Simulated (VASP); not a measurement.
Write the native input for VASP 6.6.1 that does the following.

```yaml
Task: single point
Functional: LDA
Potentials_or_basis: VASP PAW LDA potentials, release 64 (Hf_pv, N)
Cutoff: 520 eV
k_mesh: 9 × 9 × 9
Occupations: fermi-dirac, width 0.05 eV
Spin: no spin polarisation
Dipole_correction: no
Further_INCAR_settings: ALGO = Normal; EDIFF = 1e-07; NBANDS = 14
```

The structure of HfN lies in POSCAR:

```
HfN
1.0
    0.0000000000      2.4383461881      2.4383461881
    2.4383461881      0.0000000000      2.4383461881
    2.4383461881      2.4383461881      0.0000000000
Hf N
1 1
Direct
    0.0000000000      0.0000000000      0.0000000000
    0.2500000000      0.2500000000      0.2500000000
```

One way to write it, as run:

INCAR

```
PREC = Accurate ; ENCUT = 520
EDIFF = 1E-7 ; ISMEAR = -1
SIGMA = 0.05 ; LREAL = F
LASPH = T ; NELM = 60
ALGO = Normal ; ISIF = 2
LWAVE = F ; LCHARG = F
NBANDS = 14
```

KPOINTS

```
Automatic mesh
0
Gamma
  9 9 9
```

Potentials or basis: VASP PAW LDA potentials, release 64 (Hf_pv, N).

Launch:

```sh
$ cat potpaw_LDA.64/Hf_pv/POTCAR potpaw_LDA.64/N/POTCAR > POTCAR
$ mpirun -np 1 vasp_std > vasp.out
```

Results of the run:

```json
{
 "Pressure": "-6.3 GPa"
}
```

Wall time 14 s on 1 thread of AMD EPYC 7R13 Processor (Zen 3), on a shared host, peak memory 0.12 GiB.
